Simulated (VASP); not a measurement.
# Mo (I4/mmm) in VASP: notebook, part 2 of 2

VASP 6.6.1.

## (4) Single point, r2SCAN (strain +0.015 along x and y, -0.015 along z)

The input, POSCAR:

```
Mo
1.0
   -1.5945650000      1.5945650000      1.5474350000
    1.5945650000     -1.5945650000      1.5474350000
    1.5945650000      1.5945650000     -1.5474350000
Mo
1
Direct
    0.0000000000      0.0000000000      0.0000000000
```

The input, INCAR.step1:

```
SYSTEM = Mo
ALGO = Normal ; EDIFF = 1E-4
ENCUT = 520 ; GGA = PE
ISMEAR = 0 ; LASPH = .True.
LCHARG = .False. ; LREAL = .False.
LWAVE = .True. ; NBANDS = 13
NELM = 100 ; PREC = Accurate
SIGMA = 0.15
```

The input, INCAR.step2:

```
SYSTEM = Mo
ALGO = Normal ; EDIFF = 1E-7
ENCUT = 520 ; ISIF = 2
ISMEAR = 0 ; ISTART = 1
LASPH = .True. ; LCHARG = .False.
LMIXTAU = .True. ; LREAL = .False.
LWAVE = .False. ; METAGGA = R2SCAN
NBANDS = 13 ; NELM = 100
PREC = Accurate ; SIGMA = 0.15
```

The input, KPOINTS:

```
k-points
0
Gamma
  22 22 22
  0 0 0
```

Potentials or basis: VASP PAW PBE potentials, release 64 (Mo_sv).

Command:

```bash
$ cat potpaw_PBE.64/Mo_sv/POTCAR > POTCAR
$ cp INCAR.step1 INCAR
$ mpirun -np 1 vasp_std > vasp.out
$ cp INCAR.step2 INCAR
$ mpirun -np 1 vasp_std > vasp.out
```

OUTCAR:

```text
SYSTEM = Mo
   EDIFF = 1E-7
   ENCUT = 520
   ISIF = 2
   ISMEAR = 0
   ISTART = 1
   LASPH = .True.
   LREAL = .False.
   METAGGA = R2SCAN
   NELM = 100
   PREC = Accurate

 ion  position               nearest neighbor table
   1  0.000  0.000  0.000-

  LATTYP: Found a body centered tetragonal cell.
 ALAT       =     3.1891300000
 C/A-ratio  =     0.9704433498

  Lattice vectors:

 A1 = (  -1.5945650000,   1.5945650000,   1.5474350000)
 A2 = (   1.5945650000,  -1.5945650000,   1.5474350000)
 A3 = (   1.5945650000,   1.5945650000,  -1.5474350000)

Analysis of symmetry for initial positions (statically):
=====================================================================
 Subroutine PRICEL returns:
 Original cell was already a primitive cell.

 Routine SETGRP: Setting up the symmetry group for a
 body centered tetragonal supercell.

 Subroutine GETGRP returns: Found 16 space group operations
 (whereof 16 operations were pure point group operations)
 out of a pool of 16 trial point group operations.

The static configuration has the point symmetry D_4h.

Analysis of symmetry for dynamics (positions and initial velocities):
=====================================================================
 Subroutine PRICEL returns:
 Original cell was already a primitive cell.

 Routine SETGRP: Setting up the symmetry group for a
 body centered tetragonal supercell.

 Subroutine GETGRP returns: Found 16 space group operations
 (whereof 16 operations were pure point group operations)
 out of a pool of 16 trial point group operations.

The dynamic configuration has the point symmetry D_4h.

 Subroutine INISYM returns: Found 16 space group operations
 (whereof 16 operations are pure point group operations),
 and found     1 'primitive' translations

----------------------------------------------------------------------------------------

                                     Primitive cell

  volume of cell :      15.7383

  direct lattice vectors                    reciprocal lattice vectors
    -1.594565000  1.594565000  1.547435000     0.000000000  0.313565142  0.323115349
     1.594565000 -1.594565000  1.547435000     0.313565142  0.000000000  0.323115349
     1.594565000  1.594565000 -1.547435000     0.313565142  0.313565142  0.000000000

  length of vectors
     2.734927816  2.734927816  2.734927816     0.450251737  0.450251737  0.443448076

  position of ions in fractional coordinates (direct lattice)
     0.000000000  0.000000000  0.000000000

  ion indices of the primitive-cell ions
   primitive index   ion index
                 1           1

----------------------------------------------------------------------------------------

 KPOINTS: k-points

Automatic generation of k-mesh.
 Grid dimensions read from file:
 generate k-points for:   22   22   22

 Generating k-lattice:

  Cartesian coordinates                     Fractional coordinates (reciprocal lattice)
     0.000000000  0.014252961  0.014687061     0.045454545  0.000000000 -0.000000000
     0.014252961  0.000000000  0.014687061     0.000000000  0.045454545 -0.000000000
     0.014252961  0.014252961  0.000000000     0.000000000  0.000000000  0.045454545

  Length of vectors
     0.020465988  0.020465988  0.020156731

  Shift w.r.t. Gamma in fractional coordinates (k-lattice)
     0.000000000  0.000000000  0.000000000

 Subroutine IBZKPT returns following result:
 ===========================================

 Found    834 irreducible k-points:

 Following reciprocal coordinates:
            Coordinates               Weight
  0.000000  0.000000  0.000000      1.000000
  0.045455  0.000000  0.000000      8.000000
  0.090909  0.000000  0.000000      8.000000
  0.136364  0.000000  0.000000      8.000000
  0.181818  0.000000 -0.000000      8.000000
  0.227273  0.000000  0.000000      8.000000
[... 16 lines left out ...]
  0.500000  0.045455  0.000000     16.000000
 -0.454545  0.045455  0.000000     16.000000
 [... further k-points ...]
   k-points           NKPTS =    834   k-points in BZ     NKDIM =    834   number of bands    NBANDS=     13
   number of dos      NEDOS =    301   number of ions     NIONS =      1
   total plane-waves  NPLWV =   8000
   dimension x,y,z NGX =    20 NGY =   20 NGZ =   20
   dimension x,y,z NGXF=    40 NGYF=   40 NGZF=   40
   ions per type =               1
   NGX,Y,Z   is equivalent  to a cutoff of  12.16, 12.16, 12.16 a.u.
   NGXF,Y,Z  is equivalent  to a cutoff of  24.31, 24.31, 24.31 a.u.
 SYSTEM =  Mo
   PREC   = accura    normal or accurate (medium, high low for compatibility)
   ISTART =      1    job   : 0-new  1-cont  2-samecut
   ICHARG =      0    charge: 1-file 2-atom 10-const
   ISPIN  =      1    spin polarized calculation?
   LNONCOLLINEAR =      F non collinear calculations
   LSORBIT =      F    spin-orbit coupling
   LASPH  =      T    aspherical Exc in radial PAW
   ENCUT  =  520.0 eV  38.22 Ry    6.18 a.u.   5.09  5.09  5.09*2*pi/ulx,y,z
   NELM   =    100;   NELMIN=  2; NELMDL=  0     # of ELM steps
   EDIFF  = 0.1E-06   stopping-criterion for ELM
   LREAL  =      F    real-space projection
   EDIFFG = 0.1E-05   stopping-criterion for IOM
   NSW    =      0    number of steps for IOM
   IBRION =     -1    ionic relax: 0-MD 1-quasi-New 2-CG
   NFREE  =      0    steps in history (QN), initial steepest desc. (CG)
   ISIF   =      2    stress and relaxation
   ISYM   =      2    0-nonsym 1-usesym 2-fastsym
   POTIM  = 0.5000    time-step for ionic-motion
   TEBEG  =    0.0;   TEEND  =   0.0 temperature during run
   PSTRESS=    0.0 pullay stress
   NELECT =      14.0000    total number of electrons
   NUPDOWN=      -1.0000    fix difference up-down
   EMIN   =  10.00;   EMAX   =-10.00  energy-range for DOS
   EFERMI =   0.00;   METHOD = LEGACY
   ISMEAR =     0;   SIGMA  =   0.15  broadening in eV -4-tet -1-fermi 0-gaus
   EFERMI_NEDOS =   21; number of points for ismear=-14 and -15
   IALGO  =     38    algorithm
   IMIX   =      4    mixing-type and parameters
     AMIX     =   0.40;   BMIX     =  1.00
     AMIX_MAG =   1.60;   BMIX_MAG =  1.00
  volume/ion in A,a.u.               =      15.74       106.21
  Fermi-wavevector in a.u.,A,eV,Ry     =   1.574461  2.975300 33.727853  2.478927
  Thomas-Fermi vector in A             =   2.675592
   LORBIT       =      0    0 simple, 1 ext, 2 COOP (PROOUT), +10 PAW based schemes
   METAGGA = R2SCAN    functional components
   LHFCALC =     F    Hartree Fock is set to
   AEXX    =    0.0000 exact exchange contribution
   IVDW    =     0    specifies the selected vdW correction
   LEPSILON=     F    determine dielectric tensor
   LRPA    =     F    only Hartree local field effects (RPA)
 non-spin polarized calculation
 Gauss-broadening in eV      SIGMA  =   0.15
  energy-cutoff  :      520.00
  volume of cell :       15.74
 maximum number of plane-waves:       436
   NGX = 11   NGY = 11   NGZ = 11

 number of electron      14.0000002 magnetization

 Free energy of the ion-electron system (eV)
  ---------------------------------------------------
  ext. energy  EPLUGINS =         0.00000000
  ---------------------------------------------------
  free energy    TOTEN  =       -26.07125570 eV

  energy without entropy =      -26.06469868  energy(sigma->0) =      -26.06797719

 E-fermi :  12.4361     XC(G=0): -14.5933

 val. band max:       12.4268621092   @ k =  -0.4091   0.4545   0.2727
 cond. band min:      12.4405475766   @ k =  -0.2273  -0.3182   0.1818
 fundamental gap:      0.0136854674
 Fermi energy:        12.4360835371

 k-point     1 :       0.0000    0.0000    0.0000
  band No.  band energies     occupation
      1     -50.7829      2.00000
      2     -23.2751      2.00000
      3     -23.2751      2.00000
      4     -23.2628      2.00000
      5       4.7996      2.00000
      6      10.7889      2.00000
      7      11.1636      2.00000
      8      11.1636      2.00000
      9      14.0918      0.00000
     10      14.5705      0.00000
     11      27.7274      0.00000
     12      27.7274      0.00000
     13      28.3593      0.00000
[... 353 lines left out ...]
 k-point    24 :      -0.4545    0.0455    0.0000
  band No.  band energies     occupation
      1     -50.5065      2.00000
      2     -24.6702      2.00000
      3     -23.7392      2.00000
      4     -23.3060      2.00000
      5       7.0199      2.00000
      6       8.8691      2.00000
      7      13.1872      0.00000
      8      14.3858      0.00000
      9      15.1697      0.00000
     10      17.0448      0.00000
     11      25.0829      0.00000
     12      25.5342      0.00000
     13      30.9439      0.00000

 [... further k-points ...]
[... 5 lines left out ...]
  --------------------------------------------------------------------------------------
  -------------------------------------------------------------------------------------
  Total       -0.3673905     -0.3673905      0.6041406      0.0000000     -0.0000000      0.0000000
  in kB      -37.4008636    -37.4008636     61.5023555      0.0000000     -0.0000000      0.0000000
  external PRESSURE =      -4.4331239 kB  Pullay stress =       0.0000000 kB

 VOLUME and BASIS-vectors are now :
 -----------------------------------------------------------------------------
  energy-cutoff  :      520.00
  volume of cell :       15.74
      direct lattice vectors                 reciprocal lattice vectors
    -1.594565000  1.594565000  1.547435000     0.000000000  0.313565142  0.323115349
     1.594565000 -1.594565000  1.547435000     0.313565142  0.000000000  0.323115349
     1.594565000  1.594565000 -1.547435000     0.313565142  0.313565142  0.000000000

 POSITION                                       TOTAL-FORCE (eV/Angst)
 -----------------------------------------------------------------------------------
      0.00000      0.00000      0.00000        -0.000000     -0.000000     -0.000000
 -----------------------------------------------------------------------------------
    total drift:                                0.000000     -0.000000     -0.000000

  FREE ENERGIE OF THE ION-ELECTRON SYSTEM (eV)
  ---------------------------------------------------
  free  energy   TOTEN  =       -26.0712557031 eV

  energy  without entropy=      -26.0646986843  energy(sigma->0) =      -26.06797719
```

OUTCAR.step1:

```text
SYSTEM = Mo
   EDIFF = 1E-4
   ENCUT = 520
   GGA = PE
   ISMEAR = 0
   LASPH = .True.
[... 602 lines left out ...]
 -----------------------------------------------------------------------------------
      0.00000      0.00000      0.00000         0.000000      0.000000      0.000000
 -----------------------------------------------------------------------------------
    total drift:                                0.000000     -0.000000      0.000000

  FREE ENERGIE OF THE ION-ELECTRON SYSTEM (eV)
  ---------------------------------------------------
  free  energy   TOTEN  =       -10.9285960569 eV

  energy  without entropy=      -10.9212146548  energy(sigma->0) =      -10.92490536
```

OSZICAR.step1:

```text
N       E                     dE             d eps       ncg     rms          rms(c)
DAV:   1     0.930615732669E+02    0.93062E+02   -0.80530E+03 21923   0.110E+03
DAV:   2    -0.104144903310E+02   -0.10348E+03   -0.99667E+02 24924   0.312E+02
DAV:   3    -0.115883692529E+02   -0.11739E+01   -0.11708E+01 24344   0.331E+01
DAV:   4    -0.115910448352E+02   -0.26756E-02   -0.26755E-02 24234   0.192E+00
DAV:   5    -0.115910619886E+02   -0.17153E-04   -0.17151E-04 24421   0.137E-01    0.145E+01
DAV:   6    -0.110113312174E+02    0.57973E+00   -0.72222E-01 22239   0.104E+01    0.391E+00
DAV:   7    -0.109321572760E+02    0.79174E-01   -0.14407E-01 24199   0.444E+00    0.957E-01
DAV:   8    -0.109285381292E+02    0.36191E-02   -0.40899E-03 22519   0.818E-01    0.181E-01
DAV:   9    -0.109285960569E+02   -0.57928E-04   -0.11390E-04 20629   0.135E-01
   1 F= -.10928596E+02 E0= -.10924905E+02  d E =-.738140E-02
```

Wall time 8.1 min (1 thread of Intel Xeon Platinum 8375C at 2.90GHz (Ice Lake), shared host); peak memory 0.26 GiB.

What came out:

* Free energy: -26.0713 eV
* Pressure: -0.4 GPa
* Band gap on the k mesh: zero (band 7 reaches 16.51 eV, above the bottom of band 8 at 11.13 eV)

Stress tensor (GPa, compression positive):
```
-3.74  0.00  0.00
 0.00 -3.74  0.00
 0.00  0.00  6.15
```

Caveat: the cell differs from its parent crystal (strain +0.015 along x and y, -0.015 along z); the PAW data sets were made with another functional, which shifts forces and pressure a little.

## (5) Single point, r2SCAN (strain +0.030 along x and y, -0.030 along z)

The input, POSCAR:

```
Mo
1.0
   -1.6181300000      1.6181300000      1.5238700000
    1.6181300000     -1.6181300000      1.5238700000
    1.6181300000      1.6181300000     -1.5238700000
Mo
1
Direct
    0.0000000000      0.0000000000      0.0000000000
```

The input, INCAR.step1:

```
ALGO = Normal
EDIFF = 1E-4
ENCUT = 520
GGA = PE
ISMEAR = 0
LASPH = T
LCHARG = F
LREAL = F
LWAVE = T
NBANDS = 13
NELM = 100
PREC = Accurate
SIGMA = 0.15
```

The input, INCAR.step2:

```
ALGO = Normal
EDIFF = 1E-7
ENCUT = 520
ISIF = 2
ISMEAR = 0
ISTART = 1
LASPH = T
LCHARG = F
LMIXTAU = T
LREAL = F
LWAVE = F
METAGGA = R2SCAN
NBANDS = 13
NELM = 100
PREC = Accurate
SIGMA = 0.15
```

The input, KPOINTS:

```
k-points
0
Gamma
  22 22 22
```

Potentials or basis: VASP PAW PBE potentials, release 64 (Mo_sv).

Command:

```bash
$ cat potpaw_PBE.64/Mo_sv/POTCAR > POTCAR
$ cp INCAR.step1 INCAR
$ mpirun -np 1 vasp_std > vasp.out
$ cp INCAR.step2 INCAR
$ mpirun -np 1 vasp_std > vasp.out
```

OUTCAR:

```text
EDIFF = 1E-7
   ENCUT = 520
   ISIF = 2
   ISMEAR = 0
   ISTART = 1
   LASPH = T
   LREAL = F
   METAGGA = R2SCAN
   NELM = 100
   PREC = Accurate

 ion  position               nearest neighbor table
   1  0.000  0.000  0.000-

  LATTYP: Found a body centered tetragonal cell.
 ALAT       =     3.2362600000
 C/A-ratio  =     0.9417475728

  Lattice vectors:

 A1 = (  -1.6181300000,   1.6181300000,   1.5238700000)
 A2 = (   1.6181300000,  -1.6181300000,   1.5238700000)
 A3 = (   1.6181300000,   1.6181300000,  -1.5238700000)
[... 554 lines left out ...]
      5       6.8730      2.00000
      6       8.6079      2.00000
      7      13.0234      0.00000
      8      14.1263      0.00000
      9      15.0571      0.00000
     10      16.7290      0.00000
     11      24.6925      0.00000
     12      25.3654      0.00000
     13      30.2760      0.00000

 [... further k-points ...]
[... 5 lines left out ...]
  --------------------------------------------------------------------------------------
  -------------------------------------------------------------------------------------
  Total       -1.0091971     -1.0091971      0.8870946      0.0000000      0.0000000      0.0000000
  in kB     -101.3098871   -101.3098871     89.0524348      0.0000000      0.0000000      0.0000000
  external PRESSURE =     -37.8557798 kB  Pullay stress =       0.0000000 kB

 VOLUME and BASIS-vectors are now :
 -----------------------------------------------------------------------------
  energy-cutoff  :      520.00
  volume of cell :       15.96
      direct lattice vectors                 reciprocal lattice vectors
    -1.618130000  1.618130000  1.523870000     0.000000000  0.308998659  0.328111978
     1.618130000 -1.618130000  1.523870000     0.308998659  0.000000000  0.328111978
     1.618130000  1.618130000 -1.523870000     0.308998659  0.308998659  0.000000000

 POSITION                                       TOTAL-FORCE (eV/Angst)
 -----------------------------------------------------------------------------------
      0.00000      0.00000      0.00000         0.000000      0.000000     -0.000000
 -----------------------------------------------------------------------------------
    total drift:                                0.000000     -0.000000     -0.000000

  FREE ENERGIE OF THE ION-ELECTRON SYSTEM (eV)
  ---------------------------------------------------
  free  energy   TOTEN  =       -26.0394618403 eV

  energy  without entropy=      -26.0323430611  energy(sigma->0) =      -26.03590245
```

OUTCAR.step1:

```text
EDIFF = 1E-4
   ENCUT = 520
   GGA = PE
   ISMEAR = 0
   LASPH = T
[... 600 lines left out ...]

 POSITION                                       TOTAL-FORCE (eV/Angst)
 -----------------------------------------------------------------------------------
      0.00000      0.00000      0.00000        -0.000000     -0.000000      0.000000
 -----------------------------------------------------------------------------------
    total drift:                                0.000000     -0.000000      0.000000

  FREE ENERGIE OF THE ION-ELECTRON SYSTEM (eV)
  ---------------------------------------------------
  free  energy   TOTEN  =       -10.9018366983 eV

  energy  without entropy=      -10.8942315478  energy(sigma->0) =      -10.89803412
```

OSZICAR.step1:

```text
N       E                     dE             d eps       ncg     rms          rms(c)
DAV:   1     0.925675531245E+02    0.92568E+02   -0.80544E+03 21851   0.110E+03
DAV:   2    -0.104112335494E+02   -0.10298E+03   -0.99198E+02 25009   0.310E+02
DAV:   3    -0.115726662665E+02   -0.11614E+01   -0.11580E+01 24134   0.330E+01
DAV:   4    -0.115753794553E+02   -0.27132E-02   -0.27130E-02 24409   0.193E+00
DAV:   5    -0.115753974170E+02   -0.17962E-04   -0.17961E-04 24377   0.139E-01    0.140E+01
DAV:   6    -0.109838145708E+02    0.59158E+00   -0.74451E-01 22339   0.105E+01    0.369E+00
DAV:   7    -0.109053931972E+02    0.78421E-01   -0.14291E-01 24194   0.439E+00    0.974E-01
DAV:   8    -0.109017798809E+02    0.36133E-02   -0.41700E-03 22489   0.824E-01    0.185E-01
DAV:   9    -0.109018366983E+02   -0.56817E-04   -0.12612E-04 22461   0.141E-01
   1 F= -.10901837E+02 E0= -.10898034E+02  d E =-.760515E-02
```

Wall time 7.9 min (1 thread of Intel Xeon Platinum 8375C at 2.90GHz (Ice Lake), shared host); peak memory 0.27 GiB.

What came out:

| Quantity | Value |
| --- | --- |
| Free energy | -26.0395 eV |
| Pressure | -3.8 GPa |
| Band gap on the k mesh | zero (band 7 reaches 16.19 eV, above the bottom of band 8 at 10.94 eV) |

Stress tensor (GPa, compression positive):
```
-10.13   0.00   0.00
  0.00 -10.13   0.00
  0.00   0.00   8.91
```

Levels at points of the mesh, in eV from the Fermi level:
```csv
k point,band 5,band 6,band 7,band 8,band 9,band 10
"(0.00, 0.00, 0.00)",-7.59,-1.85,-1.10,-1.10,1.36,2.31
"(0.50, 0.00, 0.00)",-5.49,-3.72,1.69,1.89,2.92,4.78
"(0.50, 0.50, 0.00)",-5.42,-2.93,1.16,1.21,2.25,4.69
"(0.50, 0.50, 0.50)",-5.55,-5.41,3.97,3.97,4.16,8.76
```

Caveat: the cell differs from its parent crystal (strain +0.030 along x and y, -0.030 along z); the PAW data sets were made with another functional, which shifts forces and pressure a little.

## (6) Overview

```csv
cell,gap on the mesh (eV),pressure (GPa)
"a = 2.722 Å, angles 108.3, 108.3, 111.9°, 1 atom",none,4.0
"a = 2.735 Å, angles 109.9, 109.9, 108.7°, 1 atom",none,-0.6
"a = 2.735 Å, angles 108.7, 108.7, 111.1°, 1 atom",none,-0.4
"a = 2.749 Å, angles 107.9, 107.9, 112.7°, 1 atom",none,-3.8
```

Alike in all rows: task single point; level r2SCAN; potentials or basis VASP PAW PBE potentials, release 64 (Mo_sv); no spin polarisation; k mesh 22 × 22 × 22; cutoff (eV) 520; smearing gaussian 0.15 eV.

Caveats: the PAW data sets were made with another functional, which shifts forces and pressure a little.

Absolute energies hang on the potentials; compare differences alone.
